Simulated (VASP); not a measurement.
# SiO2 (P6_222) in VASP: notebook

SiO2 is run at these levels: PBE; tasks: single point.

Program: VASP 6.6.1. These are calculated values, not measurements. Logs are shortened: lines on timing, memory, paths and dates and some standing lists are left out, and cuts for length are marked.

### Step 1. The cell of the first run

The structure is hexagonal, space group P6_222 (No. 180). Conventional cell: a = 5.105 Å, b = 5.105 Å, c = 5.585 Å, α = 90.00°, β = 90.00°, γ = 120.00°. Si (site symmetry 222) has 4 O at 1.62 Å within 2.2 Å. O (site symmetry 2) has 2 Si at 1.62 Å within 2.2 Å.

### Step 2. Single point, PBE

INCAR

```
PREC = Accurate
ENCUT = 520
EDIFF = 1E-7
ISMEAR = 0
SIGMA = 0.02
LREAL = False
LASPH = True
NELM = 80
ALGO = Normal
ISIF = 2
LWAVE = False
LCHARG = False
GGA = PE
NBANDS = 34
```

KPOINTS

```
regular mesh
0
Gamma
  6 6 4
```

POSCAR

```
SiO2
1.0
    5.1053795040      0.0000000000      0.0000000000
   -2.5526897520      4.4213883464      0.0000000000
    0.0000000000      0.0000000000      5.5850507656
Si O
3 6
Direct
    0.0000000000      0.5000000000      0.6666666667
    0.5000000000      0.5000000000      0.3333333333
    0.5000000000      0.0000000000      0.0000000000
    0.7919802214      0.5839604427      0.5000000000
    0.2080197786      0.7919802214      0.8333333333
    0.5839604427      0.7919802214      0.1666666667
    0.2080197786      0.4160395573      0.5000000000
    0.7919802214      0.2080197786      0.8333333333
    0.4160395573      0.2080197786      0.1666666667
```

Potentials or basis: VASP PAW PBE potentials, release 64 (Si, O).

Started as:

```sh
$ cat potpaw_PBE.64/Si/POTCAR potpaw_PBE.64/O/POTCAR > POTCAR
$ mpirun -np 1 vasp_std > vasp.out
```

OUTCAR:

```text
PREC = Accurate
   ENCUT = 520
   EDIFF = 1E-7
   ISMEAR = 0
   LREAL = False
   LASPH = True
   NELM = 80
   ISIF = 2
   GGA = PE

 ion  position               nearest neighbor table
   1  0.000  0.500  0.667-   5 1.62   8 1.62   7 1.62   4 1.62
   2  0.500  0.500  0.333-   6 1.62   9 1.62   7 1.62   4 1.62
   3  0.500  0.000  0.000-   6 1.62   9 1.62   8 1.62   5 1.62
   4  0.792  0.584  0.500-   1 1.62   2 1.62
   5  0.208  0.792  0.833-   1 1.62   3 1.62
   6  0.584  0.792  0.167-   3 1.62   2 1.62
   7  0.208  0.416  0.500-   1 1.62   2 1.62
   8  0.792  0.208  0.833-   1 1.62   3 1.62
   9  0.416  0.208  0.167-   3 1.62   2 1.62

  LATTYP: Found a hexagonal cell.
 ALAT       =     5.1053795040
 C/A-ratio  =     1.0939540853

  Lattice vectors:

 A1 = (   5.1053795040,   0.0000000000,   0.0000000000)
 A2 = (  -2.5526897520,   4.4213883464,   0.0000000000)
 A3 = (   0.0000000000,   0.0000000000,   5.5850507656)

Analysis of symmetry for initial positions (statically):
=====================================================================
 Subroutine PRICEL returns:
 Original cell was already a primitive cell.

 Routine SETGRP: Setting up the symmetry group for a
 hexagonal supercell.

 Subroutine GETGRP returns: Found 12 space group operations
 (whereof  4 operations were pure point group operations)
 out of a pool of 24 trial point group operations.

The static configuration has the point symmetry D_2 .
 The point group associated with its full space group is D_6 .

Analysis of symmetry for dynamics (positions and initial velocities):
=====================================================================
 Subroutine PRICEL returns:
 Original cell was already a primitive cell.

 Routine SETGRP: Setting up the symmetry group for a
 hexagonal supercell.

 Subroutine GETGRP returns: Found 12 space group operations
 (whereof  4 operations were pure point group operations)
 out of a pool of 24 trial point group operations.

The dynamic configuration has the point symmetry D_2 .
 The point group associated with its full space group is D_6 .

 Subroutine INISYM returns: Found 12 space group operations
 (whereof  4 operations are pure point group operations),
 and found     1 'primitive' translations

----------------------------------------------------------------------------------------

                                     Primitive cell

  volume of cell :     126.0706

  direct lattice vectors                    reciprocal lattice vectors
     5.105379504  0.000000000  0.000000000     0.195871825  0.113086651  0.000000000
    -2.552689752  4.421388346  0.000000000     0.000000000  0.226173302  0.000000000
     0.000000000  0.000000000  5.585050766     0.000000000  0.000000000  0.179049402

  length of vectors
     5.105379504  5.105379504  5.585050766     0.226173302  0.226173302  0.179049402

  position of ions in fractional coordinates (direct lattice)
     0.000000000  0.500000000  0.666666667
     0.500000000  0.500000000  0.333333333
     0.500000000  0.000000000  0.000000000
     0.791980221  0.583960443  0.500000000
     0.208019779  0.791980221  0.833333333
     0.583960443  0.791980221  0.166666667
     0.208019779  0.416039557  0.500000000
     0.791980221  0.208019779  0.833333333
     0.416039557  0.208019779  0.166666667

  ion indices of the primitive-cell ions
   primitive index   ion index
                 1           1
                 2           2
                 3           3
                 4           4
                 5           5
                 6           6
                 7           7
                 8           8
                 9           9

----------------------------------------------------------------------------------------

 KPOINTS: regular mesh

Automatic generation of k-mesh.
 Grid dimensions read from file:
 generate k-points for:    6    6    4

 Generating k-lattice:

  Cartesian coordinates                     Fractional coordinates (reciprocal lattice)
     0.032645304  0.018847775  0.000000000     0.166666667  0.000000000  0.000000000
     0.000000000  0.037695550  0.000000000     0.000000000  0.166666667  0.000000000
     0.000000000  0.000000000  0.044762351     0.000000000  0.000000000  0.250000000

  Length of vectors
     0.037695550  0.037695550  0.044762351

  Shift w.r.t. Gamma in fractional coordinates (k-lattice)
     0.000000000  0.000000000  0.000000000

 Subroutine IBZKPT returns following result:
 ===========================================

 Found     21 irreducible k-points:

 Following reciprocal coordinates:
            Coordinates               Weight
  0.000000  0.000000  0.000000      1.000000
  0.166667  0.000000  0.000000      6.000000
  0.333333  0.000000  0.000000      6.000000
  0.500000  0.000000  0.000000      3.000000
  0.166667  0.166667  0.000000      6.000000
  0.333333  0.166667  0.000000     12.000000
[... 13 lines left out ...]
  0.333333  0.166667  0.500000     12.000000
  0.333333  0.333333  0.500000      2.000000
   k-points           NKPTS =     21   k-points in BZ     NKDIM =     21   number of bands    NBANDS=     34
   number of dos      NEDOS =    301   number of ions     NIONS =      9
   total plane-waves  NPLWV =  67200
   dimension x,y,z NGX =    40 NGY =   40 NGZ =   42
   dimension x,y,z NGXF=    80 NGYF=   80 NGZF=   84
   ions per type =               3   6
   NGX,Y,Z   is equivalent  to a cutoff of  13.03, 13.03, 12.50 a.u.
   NGXF,Y,Z  is equivalent  to a cutoff of  26.05, 26.05, 25.00 a.u.
 SYSTEM =  unknown system
   PREC   = accura    normal or accurate (medium, high low for compatibility)
   ISTART =      0    job   : 0-new  1-cont  2-samecut
   ICHARG =      2    charge: 1-file 2-atom 10-const
   ISPIN  =      1    spin polarized calculation?
   LNONCOLLINEAR =      F non collinear calculations
   LSORBIT =      F    spin-orbit coupling
   LASPH  =      T    aspherical Exc in radial PAW
   ENCUT  =  520.0 eV  38.22 Ry    6.18 a.u.   9.49  9.49 10.38*2*pi/ulx,y,z
   NELM   =     80;   NELMIN=  2; NELMDL= -5     # of ELM steps
   EDIFF  = 0.1E-06   stopping-criterion for ELM
   LREAL  =      F    real-space projection
   EDIFFG = 0.1E-05   stopping-criterion for IOM
   NSW    =      0    number of steps for IOM
   IBRION =     -1    ionic relax: 0-MD 1-quasi-New 2-CG
   NFREE  =      0    steps in history (QN), initial steepest desc. (CG)
   ISIF   =      2    stress and relaxation
   ISYM   =      2    0-nonsym 1-usesym 2-fastsym
   POTIM  = 0.5000    time-step for ionic-motion
   TEBEG  =    0.0;   TEEND  =   0.0 temperature during run
   PSTRESS=    0.0 pullay stress
   NELECT =      48.0000    total number of electrons
   NUPDOWN=      -1.0000    fix difference up-down
   EMIN   =  10.00;   EMAX   =-10.00  energy-range for DOS
   EFERMI =   0.00;   METHOD = LEGACY
   ISMEAR =     0;   SIGMA  =   0.02  broadening in eV -4-tet -1-fermi 0-gaus
   EFERMI_NEDOS =   21; number of points for ismear=-14 and -15
   IALGO  =     38    algorithm
   IMIX   =      4    mixing-type and parameters
     AMIX     =   0.40;   BMIX     =  1.00
     AMIX_MAG =   1.60;   BMIX_MAG =  1.00
  volume/ion in A,a.u.               =      14.01        94.53
  Fermi-wavevector in a.u.,A,eV,Ry     =   1.186544  2.242244 19.155472  1.407887
  Thomas-Fermi vector in A             =   2.322715
   LORBIT       =      0    0 simple, 1 ext, 2 COOP (PROOUT), +10 PAW based schemes
   GGA     = PE    functional components
   LHFCALC =     F    Hartree Fock is set to
   AEXX    =    0.0000 exact exchange contribution
   IVDW    =     0    specifies the selected vdW correction
   LEPSILON=     F    determine dielectric tensor
   LRPA    =     F    only Hartree local field effects (RPA)
 non-spin polarized calculation
 Gauss-broadening in eV      SIGMA  =   0.02
  energy-cutoff  :      520.00
  volume of cell :      126.07
 maximum number of plane-waves:      3420
 NGX is ok and might be reduce to    40
   NGX = 19   NGY = 19   NGZ = 21

 number of electron      47.9999978 magnetization

 Free energy of the ion-electron system (eV)
  ---------------------------------------------------
  ext. energy  EPLUGINS =         0.00000000
  ---------------------------------------------------
  free energy    TOTEN  =       -71.12593657 eV

  energy without entropy =      -71.12593657  energy(sigma->0) =      -71.12593657

 E-fermi :   0.5273     XC(G=0):  -8.6137

 val. band max:        0.3428548180   @ k =   0.5000   0.0000   0.0000
 cond. band min:       5.8936522428   @ k =   0.0000   0.0000   0.0000
 fundamental gap:      5.5507974248
 Fermi energy:         0.5273184760

 k-point     1 :       0.0000    0.0000    0.0000
  band No.  band energies     occupation
      1     -18.9435      2.00000
      2     -17.5312      2.00000
      3     -17.5312      2.00000
      4     -16.9503      2.00000
      5     -16.9155      2.00000
      6     -16.9155      2.00000
[... 26 lines left out ...]
     33      13.1449      0.00000
     34      13.1450      0.00000

 k-point     2 :       0.1667    0.0000    0.0000
  band No.  band energies     occupation
      1     -18.8717      2.00000
      2     -17.6304      2.00000
      3     -17.5271      2.00000
      4     -16.9492      2.00000
      5     -16.9240      2.00000
      6     -16.9203      2.00000
[... 26 lines left out ...]
     33      12.9268      0.00000
     34      13.3397      0.00000

 k-point     3 :       0.3333    0.0000    0.0000
  band No.  band energies     occupation
      1     -18.6787      2.00000
      2     -17.8810      2.00000
      3     -17.5187      2.00000
      4     -16.9463      2.00000
      5     -16.9366      2.00000
      6     -16.9299      2.00000
[... 26 lines left out ...]
     33      12.3125      0.00000
     34      12.6910      0.00000

 k-point     4 :       0.5000    0.0000    0.0000
  band No.  band energies     occupation
      1     -18.5118      2.00000
      2     -18.0773      2.00000
      3     -17.5145      2.00000
      4     -16.9444      2.00000
      5     -16.9417      2.00000
      6     -16.9348      2.00000
[... 26 lines left out ...]
     33      12.0364      0.00000
     34      12.1245      0.00000

 k-point     5 :       0.1667    0.1667    0.0000
  band No.  band energies     occupation
      1     -18.7370      2.00000
      2     -17.8031      2.00000
      3     -17.5275      2.00000
      4     -16.9469      2.00000
      5     -16.9344      2.00000
      6     -16.9251      2.00000
[... 510 lines left out ...]
 k-point    19 :       0.1667    0.1667    0.5000
  band No.  band energies     occupation
      1     -18.4931      2.00000
      2     -18.3049      2.00000
      3     -17.2681      2.00000
      4     -16.9442      2.00000
      5     -16.9364      2.00000
      6     -16.9166      2.00000
[... 26 lines left out ...]
     33      11.9699      0.00000
     34      12.3144      0.00000

 k-point    20 :       0.3333    0.1667    0.5000
  band No.  band energies     occupation
      1     -18.4733      2.00000
      2     -18.0703      2.00000
      3     -17.5688      2.00000
      4     -16.9556      2.00000
      5     -16.9439      2.00000
      6     -16.9268      2.00000
[... 26 lines left out ...]
     33      11.4925      0.00000
     34      11.8443      0.00000

 k-point    21 :       0.3333    0.3333    0.5000
  band No.  band energies     occupation
      1     -18.4647      2.00000
      2     -17.8291      2.00000
      3     -17.8291      2.00000
      4     -16.9608      2.00000
      5     -16.9398      2.00000
      6     -16.9398      2.00000
[... 26 lines left out ...]
     33      11.7000      0.00000
     34      11.7313      0.00000

------------------------ aborting loop because EDIFF is reached ----------------------------------------

  FORCE on cell =-STRESS in cart. coord.  units (eV):
  Direction    XX          YY          ZZ          XY          YZ          ZX
  --------------------------------------------------------------------------------------
  -------------------------------------------------------------------------------------
  Total        0.0562391      0.0562391      0.0958999      0.0000000     -0.0000000      0.0000000
  in kB        0.7147189      0.7147189      1.2187505      0.0000000     -0.0000000      0.0000000
  external PRESSURE =       0.8827294 kB  Pullay stress =       0.0000000 kB

 VOLUME and BASIS-vectors are now :
 -----------------------------------------------------------------------------
  energy-cutoff  :      520.00
  volume of cell :      126.07
      direct lattice vectors                 reciprocal lattice vectors
     5.105379504  0.000000000  0.000000000     0.195871825  0.113086651  0.000000000
    -2.552689752  4.421388346  0.000000000     0.000000000  0.226173302  0.000000000
     0.000000000  0.000000000  5.585050766     0.000000000  0.000000000  0.179049402

 POSITION                                       TOTAL-FORCE (eV/Angst)
 -----------------------------------------------------------------------------------
     -1.27634      2.21069      3.72337         0.000000      0.000000     -0.000000
      1.27634      2.21069      1.86168         0.000000      0.000000      0.000000
      2.55269      0.00000      0.00000         0.000000      0.000000     -0.000000
      2.55269      2.58192      2.79253         0.000000     -0.012469     -0.000000
     -0.95966      3.50165      4.65421         0.010798     -0.006234     -0.000000
      0.95966      3.50165      0.93084        -0.010798     -0.006234      0.000000
     -0.00000      1.83947      2.79253         0.000000      0.012469     -0.000000
      3.51235      0.91974      4.65421        -0.010798      0.006234      0.000000
      1.59303      0.91974      0.93084         0.010798      0.006234      0.000000
 -----------------------------------------------------------------------------------
    total drift:                               -0.000000      0.000000      0.000001

  FREE ENERGIE OF THE ION-ELECTRON SYSTEM (eV)
  ---------------------------------------------------
  free  energy   TOTEN  =       -71.1259365720 eV

  energy  without entropy=      -71.1259365720  energy(sigma->0) =      -71.12593657
```

It took 37 s on 1 thread of Intel Xeon 6975P-C (Granite Rapids), shared host; peak memory 0.26 GiB.

What came out:

- Free energy: -71.1259 eV
- Pressure: 0.1 GPa
- Largest force: 0.012 eV/Å
- Band gap on the k mesh: 5.55 eV, indirect (least direct gap 5.73 eV)

Forces on the atoms (eV/Å):
```
Si   0.000  0.000  0.000
Si   0.000  0.000  0.000
Si   0.000  0.000  0.000
O    0.000 -0.012  0.000
O    0.011 -0.006  0.000
O   -0.011 -0.006  0.000
O    0.000  0.012  0.000
O   -0.011  0.006  0.000
O    0.011  0.006  0.000
```

Levels at points of the mesh, in eV from the valence-band top:
```tsv
k point	band 21	band 22	band 23	band 24	band 25	band 26	band 27	band 28
(0.00, 0.00, 0.00)	-0.96	-0.44	-0.44	-0.18	5.55	8.84	8.84	9.09
(0.50, 0.00, 0.00)	-1.11	-0.96	-0.34	0.00	7.59	8.41	9.51	9.54
(0.00, 0.00, 0.50)	-1.11	-0.28	0.00	0.00	7.37	7.37	8.40	9.66
(0.50, 0.00, 0.50)	-0.88	-0.70	-0.67	-0.33	8.25	8.85	9.20	9.37
```

A k mesh can miss the band edges. Expect the measured gap to be larger: semilocal functionals such as PBE lack the derivative discontinuity.

(Part 1 of 2 ends here.)
